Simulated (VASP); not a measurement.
Cd6HS6 (a cell with a defect): single point with PBE

Cd6HS6 (a cell with a defect):

```xyz
13
Lattice="0.0000 0.0000 -6.8307 -6.2960 3.6350 0.0000 6.2960 3.6350 0.0000" Properties=species:S:1:pos:R:3 pbc="T T T"
Cd    2.1092    1.2215   -3.4427
Cd    0.0026    4.8436   -3.4116
Cd   -2.1045    1.2218   -3.4268
Cd   -0.0052    2.2684   -6.8226
Cd    4.3239    2.4937   -6.8204
Cd   -4.3309    2.4918   -6.8214
S     2.2125    1.2683   -0.8806
S    -0.0071    4.7186   -0.8500
S    -2.2167    1.2632   -0.8660
S     0.0008    2.4244   -4.2484
S     4.2143    2.4349   -4.2551
S    -4.2060    2.4313   -4.2528
H     0.1028    0.1594   -6.5788
```

```
Program                : VASP 6.6.1
Task                   : single point
Functional             : PBE
Potentials or basis    : VASP PAW PBE potentials, release 64 (Cd, S, H)
Cutoff                 : 520 eV
k mesh                 : 2 × 2 × 2
Occupations            : gaussian, width 0.02 eV
Spin                   : collinear spin
Starting moments       : [0.0, 0.0, 0.0, 0.0, 0.0, 0.0, 0.0, 0.0, 0.13, 0.0, 0.0, 0.0, 0.34] μB
Dipole correction      : no
Further INCAR settings : ALGO = Normal; EDIFF = 1e-07; NBANDS = 70
```

```json
{"Pressure": "0.6 GPa", "Largest force": "0.027 eV/Å", "Net moment": "0.98 μB per cell", "Site moments": "Cd +0.00, +0.02, +0.01 (each value once); S +0.11, +0.06, +0.08, +0.02, +0.01 (each value once); H +0.22 μB", "Valence electrons inside the program's atomic spheres": "Cd 10.28, 10.27 (each value once); S 3.70, 3.71 (each value once); H 0.43"}
```

Forces on the atoms (eV/Å):
```
Cd  -0.004  0.001 -0.005
Cd   0.001  0.003 -0.001
Cd   0.004  0.002 -0.002
Cd  -0.005  0.027  0.004
Cd  -0.012 -0.001 -0.002
Cd   0.011 -0.005  0.002
S    0.016  0.003  0.009
S   -0.005 -0.003  0.010
S   -0.010 -0.007  0.014
S   -0.003  0.008 -0.008
S   -0.008 -0.004 -0.010
S    0.007 -0.007 -0.010
H    0.007 -0.016  0.000
```

Stress tensor (GPa, compression positive):
```
0.57 0.05 0.04
0.05 0.37 0.08
0.04 0.08 0.75
```

Levels at points of the mesh, in eV from the Fermi level:
Spin up:
```tsv
k point	band 51	band 52	band 53	band 54	band 55	band 56	band 57	band 58	band 59	band 60
(0.00, 0.00, 0.00)	-1.10	-0.58	-0.46	-0.43	-0.42	1.45	2.57	4.28	4.38	4.41
(0.50, 0.00, 0.00)	-0.81	-0.81	-0.74	-0.74	-0.02	2.33	3.02	3.72	3.77	3.92
(0.00, 0.50, 0.00)	-1.11	-1.03	-0.98	-0.96	-0.40	2.76	3.13	3.17	3.56	3.90
(0.00, 0.00, 0.50)	-1.11	-1.04	-0.97	-0.96	-0.38	2.76	3.13	3.17	3.58	3.92
(0.00, 0.50, 0.50)	-1.12	-1.04	-0.97	-0.96	-0.39	2.78	3.11	3.20	3.62	3.92
(0.50, 0.50, 0.00)	-1.57	-1.53	-1.46	-1.38	-0.48	2.96	3.30	3.46	3.62	3.71
(0.50, 0.00, 0.50)	-1.57	-1.53	-1.46	-1.38	-0.45	2.95	3.32	3.50	3.61	3.72
(0.50, 0.50, 0.50)	-1.57	-1.53	-1.46	-1.37	-0.43	2.95	3.35	3.53	3.60	3.72
```
Spin down:
| k point | band 51 | band 52 | band 53 | band 54 | band 55 | band 56 | band 57 | band 58 |
| --- | --- | --- | --- | --- | --- | --- | --- | --- |
| (0.00, 0.00, 0.00) | -1.05 | -0.41 | -0.37 | -0.37 | 0.02 | 1.76 | 2.78 | 4.34 |
| (0.50, 0.00, 0.00) | -0.74 | -0.73 | -0.72 | -0.71 | 0.88 | 2.35 | 3.27 | 3.77 |
| (0.00, 0.50, 0.00) | -1.06 | -0.96 | -0.93 | -0.93 | 0.55 | 2.79 | 3.18 | 3.23 |
| (0.00, 0.00, 0.50) | -1.05 | -0.97 | -0.93 | -0.92 | 0.57 | 2.80 | 3.18 | 3.23 |
| (0.00, 0.50, 0.50) | -1.05 | -0.97 | -0.93 | -0.92 | 0.57 | 2.82 | 3.16 | 3.26 |
| (0.50, 0.50, 0.00) | -1.54 | -1.50 | -1.42 | -1.32 | 0.47 | 3.00 | 3.34 | 3.51 |
| (0.50, 0.00, 0.50) | -1.54 | -1.50 | -1.43 | -1.33 | 0.49 | 2.99 | 3.36 | 3.54 |
| (0.50, 0.50, 0.50) | -1.53 | -1.50 | -1.43 | -1.32 | 0.48 | 2.99 | 3.39 | 3.57 |

Run time: 5.5 min on 1 thread of Intel(R) Xeon(R) 6975P-C (Granite Rapids), on a shared host, peak memory 0.66 GiB.

Caveat: the k points lie up to 0.50 Å⁻¹ apart.
